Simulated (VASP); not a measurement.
# LiF (R-3m) in VASP: single point with r2SCAN

Aim: the single point of LiF with r2SCAN.

All numbers are computed with VASP 6.6.1; they aren't measurements. Logs are shortened: lines on timing, memory, paths and dates and some standing lists are left out, and cuts for length are marked.

### Step 1. The cell of the first run

The structure is trigonal, space group R-3m (No. 166). The conventional cell has a = 2.918 Å, b = 2.918 Å, c = 6.647 Å, α = 90.00°, β = 90.00°, γ = 120.00°. Within 2.8 Å of Li (site symmetry -3m) lie 6 F at 2.02 Å and 6 Li at 2.78 Å. Within 2.8 Å of F (site symmetry -3m) lie 6 Li at 2.02 Å and 6 F at 2.78 Å.

### Step 2. Single point, r2SCAN

File POSCAR:

```
LiF
1.0
   -0.0962879479      1.9670252210      1.9670252210
    1.9670252210     -0.0962879479      1.9670252210
    1.9670252210      1.9670252210     -0.0962879479
Li F
1 1
Direct
    0.0000000000      0.0000000000      0.0000000000
    0.5000000000      0.5000000000      0.5000000000
```

File INCAR.step1:

```
SYSTEM = LiF
ALGO     = Normal         ! electronic algorithm
EDIFF    = 1E-4           ! SCF threshold, eV
ENCUT    = 520            ! plane-wave cutoff, eV
GGA      = PE             ! functional
ISMEAR   = 0              ! smearing method
LASPH    = .TRUE.         ! aspherical terms in the spheres
LCHARG   = .FALSE.        ! write CHGCAR
LREAL    = .FALSE.        ! projectors in reciprocal space
LWAVE    = .TRUE.         ! write WAVECAR
NBANDS   = 12             ! bands
NELM     = 60             ! most SCF steps
PREC     = Accurate       ! precision mode
SIGMA    = 0.05           ! smearing width, eV
```

File INCAR.step2:

```
SYSTEM = LiF
ALGO     = Normal         ! electronic algorithm
EDIFF    = 1E-7           ! SCF threshold, eV
ENCUT    = 520            ! plane-wave cutoff, eV
ISIF     = 2              ! what is computed and relaxed
ISMEAR   = 0              ! smearing method
ISTART   = 1            
LASPH    = .TRUE.         ! aspherical terms in the spheres
LCHARG   = .TRUE.         ! write CHGCAR
LELF     = .TRUE.         ! ELF
LMIXTAU  = .TRUE.       
LREAL    = .FALSE.        ! projectors in reciprocal space
LVHAR    = .TRUE.       
LWAVE    = .FALSE.        ! write WAVECAR
METAGGA  = R2SCAN         ! meta-GGA
NBANDS   = 12             ! bands
NELM     = 60             ! most SCF steps
PREC     = Accurate       ! precision mode
SIGMA    = 0.05           ! smearing width, eV
```

File KPOINTS:

```
k-points
0
G
  12 12 12
  0 0 0
```

Potentials or basis: VASP PAW PBE potentials, release 64 (Li_sv, F).

Launch:

```bash
cat potpaw_PBE.64/Li_sv/POTCAR potpaw_PBE.64/F/POTCAR > POTCAR
cp INCAR.step1 INCAR
mpirun -np 1 vasp_std > vasp.out
cp INCAR.step2 INCAR
mpirun -np 1 vasp_std > vasp.out
```

OUTCAR:

```text
SYSTEM = LiF
   EDIFF = 1E-7
   ENCUT = 520
   ISIF = 2
   ISMEAR = 0
   ISTART = 1
   LASPH = .TRUE.
   LREAL = .FALSE.
   METAGGA = R2SCAN
   NELM = 60
   PREC = Accurate

 ion  position               nearest neighbor table
   1  0.000  0.000  0.000-   2 2.02   2 2.02   2 2.02   2 2.02   2 2.02   2 2.02
   2  0.500  0.500  0.500-   1 2.02   1 2.02   1 2.02   1 2.02   1 2.02   1 2.02

  LATTYP: Found a trigonal (rhomboedric) cell.
 ALAT       =     2.7834596834
 COS(alpha) =     0.4505091948

  Lattice vectors:

 A1 = (  -0.0962879479,   1.9670252210,   1.9670252210)
 A2 = (   1.9670252210,  -0.0962879479,   1.9670252210)
 A3 = (   1.9670252210,   1.9670252210,  -0.0962879479)

Analysis of symmetry for initial positions (statically):
=====================================================================
 Subroutine PRICEL returns:
 Original cell was already a primitive cell.

 Routine SETGRP: Setting up the symmetry group for a
 trigonal (rhombohedral) supercell.

 Subroutine GETGRP returns: Found 12 space group operations
 (whereof 12 operations were pure point group operations)
 out of a pool of 12 trial point group operations.

The static configuration has the point symmetry D_3d.

Analysis of symmetry for dynamics (positions and initial velocities):
=====================================================================
 Subroutine PRICEL returns:
 Original cell was already a primitive cell.

 Routine SETGRP: Setting up the symmetry group for a
 trigonal (rhombohedral) supercell.

 Subroutine GETGRP returns: Found 12 space group operations
 (whereof 12 operations were pure point group operations)
 out of a pool of 12 trial point group operations.

The dynamic configuration has the point symmetry D_3d.

 Subroutine INISYM returns: Found 12 space group operations
 (whereof 12 operations are pure point group operations),
 and found     1 'primitive' translations

----------------------------------------------------------------------------------------

                                     Primitive cell

  volume of cell :      16.3384

  direct lattice vectors                    reciprocal lattice vectors
    -0.096287948  1.967025221  1.967025221    -0.236248769  0.248408633  0.248408633
     1.967025221 -0.096287948  1.967025221     0.248408633 -0.236248769  0.248408633
     1.967025221  1.967025221 -0.096287948     0.248408633  0.248408633 -0.236248769

  length of vectors
     2.783459683  2.783459683  2.783459683     0.423352310  0.423352310  0.423352310

  position of ions in fractional coordinates (direct lattice)
     0.000000000  0.000000000  0.000000000
     0.500000000  0.500000000  0.500000000

  ion indices of the primitive-cell ions
   primitive index   ion index
                 1           1
                 2           2

----------------------------------------------------------------------------------------

 KPOINTS: k-points

Automatic generation of k-mesh.
 Grid dimensions read from file:
 generate k-points for:   12   12   12

 Generating k-lattice:

  Cartesian coordinates                     Fractional coordinates (reciprocal lattice)
    -0.019687397  0.020700719  0.020700719     0.083333333  0.000000000 -0.000000000
     0.020700719 -0.019687397  0.020700719     0.000000000  0.083333333 -0.000000000
     0.020700719  0.020700719 -0.019687397     0.000000000  0.000000000  0.083333333

  Length of vectors
     0.035279359  0.035279359  0.035279359

  Shift w.r.t. Gamma in fractional coordinates (k-lattice)
     0.000000000  0.000000000  0.000000000

 Subroutine IBZKPT returns following result:
 ===========================================

 Found    189 irreducible k-points:

 Following reciprocal coordinates:
            Coordinates               Weight
  0.000000  0.000000  0.000000      1.000000
  0.083333 -0.000000 -0.000000      6.000000
  0.166667  0.000000  0.000000      6.000000
  0.250000  0.000000  0.000000      6.000000
  0.333333 -0.000000 -0.000000      6.000000
  0.416667  0.000000  0.000000      6.000000
[... 16 lines left out ...]
  0.500000  0.166667 -0.000000     12.000000
 -0.416667  0.166667 -0.000000     12.000000
 [... further k-points ...]
   k-points           NKPTS =    189   k-points in BZ     NKDIM =    189   number of bands    NBANDS=     12
   number of dos      NEDOS =    301   number of ions     NIONS =      2
   total plane-waves  NPLWV =  13824
   dimension x,y,z NGX =    24 NGY =   24 NGZ =   24
   dimension x,y,z NGXF=    48 NGYF=   48 NGZF=   48
   ions per type =               1   1
   NGX,Y,Z   is equivalent  to a cutoff of  14.33, 14.33, 14.33 a.u.
   NGXF,Y,Z  is equivalent  to a cutoff of  28.67, 28.67, 28.67 a.u.
 SYSTEM =  LiF
   PREC   = accura    normal or accurate (medium, high low for compatibility)
   ISTART =      1    job   : 0-new  1-cont  2-samecut
   ICHARG =      0    charge: 1-file 2-atom 10-const
   ISPIN  =      1    spin polarized calculation?
   LNONCOLLINEAR =      F non collinear calculations
   LSORBIT =      F    spin-orbit coupling
   LASPH  =      T    aspherical Exc in radial PAW
   ENCUT  =  520.0 eV  38.22 Ry    6.18 a.u.   5.18  5.18  5.18*2*pi/ulx,y,z
   NELM   =     60;   NELMIN=  2; NELMDL=  0     # of ELM steps
   EDIFF  = 0.1E-06   stopping-criterion for ELM
   LREAL  =      F    real-space projection
   EDIFFG = 0.1E-05   stopping-criterion for IOM
   NSW    =      0    number of steps for IOM
   IBRION =     -1    ionic relax: 0-MD 1-quasi-New 2-CG
   NFREE  =      0    steps in history (QN), initial steepest desc. (CG)
   ISIF   =      2    stress and relaxation
   ISYM   =      2    0-nonsym 1-usesym 2-fastsym
   POTIM  = 0.5000    time-step for ionic-motion
   TEBEG  =    0.0;   TEEND  =   0.0 temperature during run
   PSTRESS=    0.0 pullay stress
   NELECT =      10.0000    total number of electrons
   NUPDOWN=      -1.0000    fix difference up-down
   EMIN   =  10.00;   EMAX   =-10.00  energy-range for DOS
   EFERMI =   0.00;   METHOD = LEGACY
   ISMEAR =     0;   SIGMA  =   0.05  broadening in eV -4-tet -1-fermi 0-gaus
   EFERMI_NEDOS =   21; number of points for ismear=-14 and -15
   IALGO  =     38    algorithm
   IMIX   =      4    mixing-type and parameters
     AMIX     =   0.40;   BMIX     =  1.00
     AMIX_MAG =   1.60;   BMIX_MAG =  1.00
  volume/ion in A,a.u.               =       8.17        55.13
  Fermi-wavevector in a.u.,A,eV,Ry     =   1.389970  2.626662 26.286674  1.932016
  Thomas-Fermi vector in A             =   2.513950
   LORBIT       =      0    0 simple, 1 ext, 2 COOP (PROOUT), +10 PAW based schemes
   METAGGA = R2SCAN    functional components
   LHFCALC =     F    Hartree Fock is set to
   AEXX    =    0.0000 exact exchange contribution
   IVDW    =     0    specifies the selected vdW correction
   LEPSILON=     F    determine dielectric tensor
   LRPA    =     F    only Hartree local field effects (RPA)
 non-spin polarized calculation
 Gauss-broadening in eV      SIGMA  =   0.05
  energy-cutoff  :      520.00
  volume of cell :       16.34
 maximum number of plane-waves:       456
 NGX is ok and might be reduce to    24
   NGX = 11   NGY = 11   NGZ = 11

 number of electron      10.0000002 magnetization

 Free energy of the ion-electron system (eV)
  ---------------------------------------------------
  ext. energy  EPLUGINS =         0.00000000
  ---------------------------------------------------
  free energy    TOTEN  =       -11.87778642 eV

  energy without entropy =      -11.87778642  energy(sigma->0) =      -11.87778642

 E-fermi :  -1.0307     XC(G=0): -10.5447

 val. band max:       -1.3829162158   @ k =   0.0000   0.0000   0.0000
 cond. band min:       8.6191930295   @ k =   0.0000   0.0000   0.0000
 fundamental gap:     10.0021092453
 Fermi energy:        -1.0306619712

 k-point     1 :       0.0000    0.0000    0.0000
  band No.  band energies     occupation
      1     -43.7266      2.00000
      2     -22.7229      2.00000
      3      -1.7363      2.00000
      4      -1.7363      2.00000
      5      -1.3829      2.00000
      6       8.6192      0.00000
      7      23.0565      0.00000
      8      23.0565      0.00000
      9      24.1580      0.00000
     10      24.1580      0.00000
     11      24.5245      0.00000
     12      25.6571      0.00000

 k-point     2 :       0.0833   -0.0000   -0.0000
  band No.  band energies     occupation
      1     -43.7231      2.00000
      2     -22.6993      2.00000
      3      -1.9094      2.00000
      4      -1.7469      2.00000
      5      -1.4222      2.00000
      6       8.8170      0.00000
      7      21.0114      0.00000
      8      22.5604      0.00000
      9      23.7106      0.00000
     10      24.4255      0.00000
     11      25.7357      0.00000
     12      26.0213      0.00000

 k-point     3 :       0.1667    0.0000    0.0000
  band No.  band energies     occupation
      1     -43.7132      2.00000
      2     -22.6323      2.00000
      3      -2.3915      2.00000
      4      -1.7750      2.00000
      5      -1.4890      2.00000
      6       9.3040      0.00000
      7      18.8516      0.00000
      8      21.4997      0.00000
      9      22.5152      0.00000
     10      25.1766      0.00000
     11      26.3202      0.00000
     12      27.3193      0.00000
[... 286 lines left out ...]
 k-point    23 :       0.5000    0.1667   -0.0000
  band No.  band energies     occupation
      1     -43.6682      2.00000
      2     -22.2673      2.00000
      3      -4.0268      2.00000
      4      -2.4374      2.00000
      5      -1.9047      2.00000
      6      11.3857      0.00000
      7      15.6845      0.00000
      8      18.9058      0.00000
      9      19.8548      0.00000
     10      25.7474      0.00000
     11      31.8949      0.00000
     12      32.6795      0.00000

 k-point    24 :      -0.4167    0.1667   -0.0000
  band No.  band energies     occupation
      1     -43.6678      2.00000
      2     -22.2687      2.00000
      3      -4.0060      2.00000
      4      -2.5389      2.00000
      5      -1.8398      2.00000
      6      11.3801      0.00000
      7      15.5351      0.00000
      8      18.9810      0.00000
      9      19.7594      0.00000
     10      27.2530      0.00000
     11      30.9888      0.00000
     12      31.7248      0.00000

 [... further k-points ...]
[... 5 lines left out ...]
  --------------------------------------------------------------------------------------
  -------------------------------------------------------------------------------------
  Total       -0.2976478     -0.2976478     -0.2976478      0.2840752      0.2840752      0.2840752
  in kB      -29.1880314    -29.1880314    -29.1880314     27.8570751     27.8570751     27.8570751
  external PRESSURE =     -29.1880314 kB  Pullay stress =       0.0000000 kB

 VOLUME and BASIS-vectors are now :
 -----------------------------------------------------------------------------
  energy-cutoff  :      520.00
  volume of cell :       16.34
      direct lattice vectors                 reciprocal lattice vectors
    -0.096287948  1.967025221  1.967025221    -0.236248769  0.248408633  0.248408633
     1.967025221 -0.096287948  1.967025221     0.248408633 -0.236248769  0.248408633
     1.967025221  1.967025221 -0.096287948     0.248408633  0.248408633 -0.236248769

 POSITION                                       TOTAL-FORCE (eV/Angst)
 -----------------------------------------------------------------------------------
      0.00000      0.00000      0.00000         0.000000     -0.000000     -0.000000
      1.91888      1.91888      1.91888        -0.000000      0.000000      0.000000
 -----------------------------------------------------------------------------------
    total drift:                               -0.000000     -0.000000      0.000000

  FREE ENERGIE OF THE ION-ELECTRON SYSTEM (eV)
  ---------------------------------------------------
  free  energy   TOTEN  =       -11.8777864248 eV

  energy  without entropy=      -11.8777864248  energy(sigma->0) =      -11.87778642
```

Wall time 46 s (1 thread of Intel Xeon 6975P-C (Granite Rapids), shared host); peak memory 0.15 GiB.

What came out:

| Property | Result |
| --- | --- |
| Free energy | -11.8778 eV |
| Band gap on the k mesh | 10.00 eV |

Levels at points of the mesh, in eV from the valence-band top:
```csv
k point,band 3,band 4,band 5,band 6,band 7,band 8
"(0.00, 0.00, 0.00)",-0.35,-0.35,0.00,10.00,24.44,24.44
"(0.50, 0.00, 0.00)",-2.76,-0.50,-0.30,11.64,17.62,20.12
"(0.50, 0.50, 0.00)",-3.24,-1.46,-1.02,15.74,17.13,18.95
"(0.50, 0.50, 0.50)",-2.67,-0.68,-0.68,11.30,18.70,19.21
```

Caveat: the cutoff is under 1.25 times the usual one of these potentials, so pressure, stress and relaxed cells hold a basis-set (Pulay) error; the PAW data sets were made with another functional, which shifts forces and pressure a little. A k mesh can miss the band edges.
